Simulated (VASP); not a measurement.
# Cr (P6/mmm) in VASP: further runs, part 2 of 2

VASP 6.6.1. The steps go on from the part before.

### 3 Single point, PBE, collinear spin, ferromagnetic start (10.33 Å³/atom)

This run uses another cell than the first one, of 10.33 Å³/atom.

File INCAR:

```
SYSTEM = Cr
PREC     = Accurate       ! precision mode
ENCUT    = 520            ! plane-wave cutoff, eV
EDIFF    = 1E-6           ! SCF threshold, eV
ISMEAR   = -1             ! smearing method
SIGMA    = 0.08           ! smearing width, eV
LREAL    = .FALSE.        ! projectors in reciprocal space
LASPH    = .TRUE.         ! aspherical terms in the spheres
NELM     = 150            ! most SCF steps
ALGO     = Normal         ! electronic algorithm
ISIF     = 2              ! what is computed and relaxed
LWAVE    = .FALSE.        ! write WAVECAR
LCHARG   = .FALSE.        ! write CHGCAR
ISPIN    = 2              ! spin polarisation
MAGMOM   = 2              ! initial moments
LORBIT   = 11             ! projections on sites
LMAXMIX  = 4              ! l up to which the mixer works
GGA      = PE             ! functional
NBANDS   = 16             ! bands
```

File KPOINTS:

```
Automatic mesh
0
G
  18 18 16
  0 0 0
```

File POSCAR:

```
Cr
1.0
    2.3809534935      0.0000000000      0.0000000000
   -1.1904767468      2.0619662106      0.0000000000
    0.0000000000      0.0000000000      2.1036037047
Cr
1
Direct
    0.0000000000      0.0000000000      0.0000000000
```

Potentials or basis: VASP PAW PBE potentials, release 64 (Cr_pv).

Run with:

```bash
cat potpaw_PBE.64/Cr_pv/POTCAR > POTCAR
mpirun -np 1 vasp_std > vasp.out
```

OUTCAR:

```text
SYSTEM = Cr
   PREC = Accurate
   ENCUT = 520
   EDIFF = 1E-6
   ISMEAR = -1
   LREAL = .FALSE.
   LASPH = .TRUE.
   NELM = 150
   ISIF = 2
   ISPIN = 2
   LORBIT = 11
   GGA = PE

 ion  position               nearest neighbor table
   1  0.000  0.000  0.000-

  LATTYP: Found a hexagonal cell.
 ALAT       =     2.3809534935
 C/A-ratio  =     0.8835131431

  Lattice vectors:

 A1 = (   2.3809534935,   0.0000000000,   0.0000000000)
 A2 = (  -1.1904767468,   2.0619662106,   0.0000000000)
 A3 = (   0.0000000000,   0.0000000000,   2.1036037047)

Analysis of symmetry for initial positions (statically):
=====================================================================
 Subroutine PRICEL returns:
 Original cell was already a primitive cell.

 Routine SETGRP: Setting up the symmetry group for a
 hexagonal supercell.

 Subroutine GETGRP returns: Found 24 space group operations
 (whereof 24 operations were pure point group operations)
 out of a pool of 24 trial point group operations.

The static configuration has the point symmetry D_6h.

Analysis of symmetry for dynamics (positions and initial velocities):
=====================================================================
 Subroutine PRICEL returns:
 Original cell was already a primitive cell.

 Routine SETGRP: Setting up the symmetry group for a
 hexagonal supercell.

 Subroutine GETGRP returns: Found 24 space group operations
 (whereof 24 operations were pure point group operations)
 out of a pool of 24 trial point group operations.

The dynamic configuration has the point symmetry D_6h.

Analysis of structural, dynamic, and magnetic symmetry:
=====================================================================
 Subroutine PRICEL returns:
 Original cell was already a primitive cell.

 Routine SETGRP: Setting up the symmetry group for a
 hexagonal supercell.

 Subroutine GETGRP returns: Found 24 space group operations
 (whereof 24 operations were pure point group operations)
 out of a pool of 24 trial point group operations.

The overall configuration has the point symmetry D_6h.

 Subroutine INISYM returns: Found 24 space group operations
 (whereof 24 operations are pure point group operations),
 and found     1 'primitive' translations

----------------------------------------------------------------------------------------

                                     Primitive cell

  volume of cell :      10.3275

  direct lattice vectors                    reciprocal lattice vectors
     2.380953493  0.000000000  0.000000000     0.419999804  0.242487000  0.000000000
    -1.190476747  2.061966211  0.000000000     0.000000000  0.484974000  0.000000000
     0.000000000  0.000000000  2.103603705     0.000000000  0.000000000  0.475374709

  length of vectors
     2.380953493  2.380953494  2.103603705     0.484974000  0.484974000  0.475374709

  position of ions in fractional coordinates (direct lattice)
     0.000000000  0.000000000  0.000000000

  ion indices of the primitive-cell ions
   primitive index   ion index
                 1           1

----------------------------------------------------------------------------------------

 KPOINTS: Automatic mesh

[... 48 lines left out ...]
 [... further k-points ...]
   k-points           NKPTS =    333   k-points in BZ     NKDIM =    333   number of bands    NBANDS=     16
   number of dos      NEDOS =    301   number of ions     NIONS =      1
   total plane-waves  NPLWV =   5184
   dimension x,y,z NGX =    18 NGY =   18 NGZ =   16
   dimension x,y,z NGXF=    36 NGYF=   36 NGZF=   32
   ions per type =               1
   NGX,Y,Z   is equivalent  to a cutoff of  12.57, 12.57, 12.64 a.u.
   NGXF,Y,Z  is equivalent  to a cutoff of  25.14, 25.14, 25.29 a.u.
 SYSTEM =  Cr
   PREC   = accura    normal or accurate (medium, high low for compatibility)
   ISTART =      0    job   : 0-new  1-cont  2-samecut
   ICHARG =      2    charge: 1-file 2-atom 10-const
   ISPIN  =      2    spin polarized calculation?
   LNONCOLLINEAR =      F non collinear calculations
   LSORBIT =      F    spin-orbit coupling
   LASPH  =      T    aspherical Exc in radial PAW
   ENCUT  =  520.0 eV  38.22 Ry    6.18 a.u.   4.43  4.43  3.91*2*pi/ulx,y,z
   NELM   =    150;   NELMIN=  2; NELMDL= -5     # of ELM steps
   EDIFF  = 0.1E-05   stopping-criterion for ELM
   LREAL  =      F    real-space projection
   EDIFFG = 0.1E-04   stopping-criterion for IOM
   NSW    =      0    number of steps for IOM
   IBRION =     -1    ionic relax: 0-MD 1-quasi-New 2-CG
   NFREE  =      0    steps in history (QN), initial steepest desc. (CG)
   ISIF   =      2    stress and relaxation
   ISYM   =      2    0-nonsym 1-usesym 2-fastsym
   POTIM  = 0.5000    time-step for ionic-motion
   TEBEG  =    0.0;   TEEND  =   0.0 temperature during run
   PSTRESS=    0.0 pullay stress
   NELECT =      12.0000    total number of electrons
   NUPDOWN=      -1.0000    fix difference up-down
   EMIN   =  10.00;   EMAX   =-10.00  energy-range for DOS
   EFERMI =   0.00;   METHOD = LEGACY
   ISMEAR =    -1;   SIGMA  =   0.08  broadening in eV -4-tet -1-fermi 0-gaus
   EFERMI_NEDOS =   21; number of points for ismear=-14 and -15
   IALGO  =     38    algorithm
   IMIX   =      4    mixing-type and parameters
     AMIX     =   0.40;   BMIX     =  1.00
     AMIX_MAG =   1.60;   BMIX_MAG =  1.00
  volume/ion in A,a.u.               =      10.33        69.69
  Fermi-wavevector in a.u.,A,eV,Ry     =   1.721088  3.252385 40.302422  2.962144
  Thomas-Fermi vector in A             =   2.797406
   LORBIT       =     11    0 simple, 1 ext, 2 COOP (PROOUT), +10 PAW based schemes
   GGA     = PE    functional components
   LHFCALC =     F    Hartree Fock is set to
   AEXX    =    0.0000 exact exchange contribution
   IVDW    =     0    specifies the selected vdW correction
   LEPSILON=     F    determine dielectric tensor
   LRPA    =     F    only Hartree local field effects (RPA)
 spin polarized calculation
  energy-cutoff  :      520.00
  volume of cell :       10.33
 maximum number of plane-waves:       296
 NGX is ok and might be reduce to    18
   NGX =  9   NGY =  9   NGZ =  7

 number of electron      12.0000012 magnetization      -0.0027290

 number of electron      12.0000012 magnetization       0.0007708

 Free energy of the ion-electron system (eV)
  ---------------------------------------------------
  ext. energy  EPLUGINS =         0.00000000
  ---------------------------------------------------
  free energy    TOTEN  =        -8.50706502 eV

  energy without entropy =       -8.48252042  energy(sigma->0) =       -8.49479272

 E-fermi :  12.6488     XC(G=0): -14.2409

 val. band max:       12.6485523762   @ k =   0.0000   0.0000   0.4375
 cond. band min:      12.6488738695   @ k =   0.0000   0.0000   0.4375
 fundamental gap:      0.0003214933
 Fermi energy:        12.6487604676

 spin component 1

 k-point     1 :       0.0000    0.0000    0.0000
  band No.  band energies     occupation
      1     -29.6902      1.00000
      2     -29.6902      1.00000
      3     -29.2528      1.00000
      4       4.5623      1.00000
      5       8.5714      1.00000
      6      11.8296      0.99996
[... 435 lines left out ...]
      5       9.5622      1.00000
      6      12.0109      0.99966
[... 8 lines left out ...]
     15      46.2483      0.00000
     16      49.2651      0.00000

 [... further k-points ...]

 spin component 2

 k-point     1 :       0.0000    0.0000    0.0000
  band No.  band energies     occupation
      1     -29.6896      1.00000
      2     -29.6896      1.00000
      3     -29.2522      1.00000
      4       4.5626      1.00000
      5       8.5722      1.00000
      6      11.8302      0.99996
[... 435 lines left out ...]
      5       9.5630      1.00000
      6      12.0112      0.99965
[... 8 lines left out ...]
     15      46.2485      0.00000
     16      49.2657      0.00000

 [... further k-points ...]
[... 5 lines left out ...]
  --------------------------------------------------------------------------------------
  -------------------------------------------------------------------------------------
  Total        3.2899407      3.2899407      3.4018063     -0.0000000     -0.0000000      0.0000000
  in kB      510.3901388    510.3901388    527.7445827     -0.0000000     -0.0000000      0.0000000
  external PRESSURE =     516.1749534 kB  Pullay stress =       0.0000000 kB

 VOLUME and BASIS-vectors are now :
 -----------------------------------------------------------------------------
  energy-cutoff  :      520.00
  volume of cell :       10.33
      direct lattice vectors                 reciprocal lattice vectors
     2.380953493  0.000000000  0.000000000     0.419999804  0.242487000  0.000000000
    -1.190476747  2.061966211  0.000000000     0.000000000  0.484974000  0.000000000
     0.000000000  0.000000000  2.103603705     0.000000000  0.000000000  0.475374709

 POSITION                                       TOTAL-FORCE (eV/Angst)
 -----------------------------------------------------------------------------------
      0.00000      0.00000      0.00000         0.000000      0.000000      0.000000
 -----------------------------------------------------------------------------------
    total drift:                               -0.000000      0.000000     -0.000000

  FREE ENERGIE OF THE ION-ELECTRON SYSTEM (eV)
  ---------------------------------------------------
  free  energy   TOTEN  =        -8.5070650241 eV

  energy  without entropy=       -8.4825204187  energy(sigma->0) =       -8.49479272

 total charge

# of ion       s       p       d       tot
------------------------------------------
    1        0.479   6.418   4.578  11.475

 magnetization (x)

# of ion       s       p       d       tot
------------------------------------------
    1       -0.000   0.000   0.000   0.000
```

Wall time 36 s (1 thread of AMD EPYC 9R45 (Zen 5), shared host); peak memory 0.15 GiB.

What came out:

```
Free energy                                           : -8.5071 eV
Pressure                                              : 51.6 GPa
Band gap on the k mesh                                : zero (filled and empty bands overlap)
Net moment                                            : 0.00 μB per cell
Valence electrons inside the program's atomic spheres : Cr 11.47
```

Stress tensor (GPa, compression positive):
```
51.04  0.00  0.00
 0.00 51.04  0.00
 0.00  0.00 52.77
```

Levels at points of the mesh, in eV from the Fermi level:
Spin up:
```tsv
k point	band 3	band 4	band 5	band 6	band 7	band 8	band 9	band 10
(0.00, 0.00, 0.00)	-41.90	-8.09	-4.08	-0.82	-0.82	3.42	3.42	7.73
(0.50, 0.00, 0.00)	-41.77	-4.93	-3.07	0.39	1.52	3.03	3.19	7.73
(0.00, 0.00, 0.50)	-42.09	-3.06	0.02	0.13	0.13	0.22	0.22	7.73
(0.50, 0.00, 0.50)	-42.36	-5.67	-2.70	-0.81	3.53	4.85	7.73	8.96
```
Spin down:
| k point | band 3 | band 4 | band 5 | band 6 | band 7 | band 8 | band 9 | band 10 |
| --- | --- | --- | --- | --- | --- | --- | --- | --- |
| (0.00, 0.00, 0.00) | -41.90 | -8.09 | -4.08 | -0.82 | -0.82 | 3.42 | 3.42 | 7.73 |
| (0.50, 0.00, 0.00) | -41.77 | -4.93 | -3.07 | 0.39 | 1.52 | 3.03 | 3.19 | 7.73 |
| (0.00, 0.00, 0.50) | -42.09 | -3.06 | 0.02 | 0.13 | 0.13 | 0.22 | 0.22 | 7.73 |
| (0.50, 0.00, 0.50) | -42.36 | -5.67 | -2.70 | -0.81 | 3.53 | 4.85 | 7.73 | 8.96 |

Caveat: the cell stands under pressure; an empty level that is flat over the whole mesh can mark a ghost state of the potentials, or a narrow d or f band; the moments typed at the start vanished in this run.
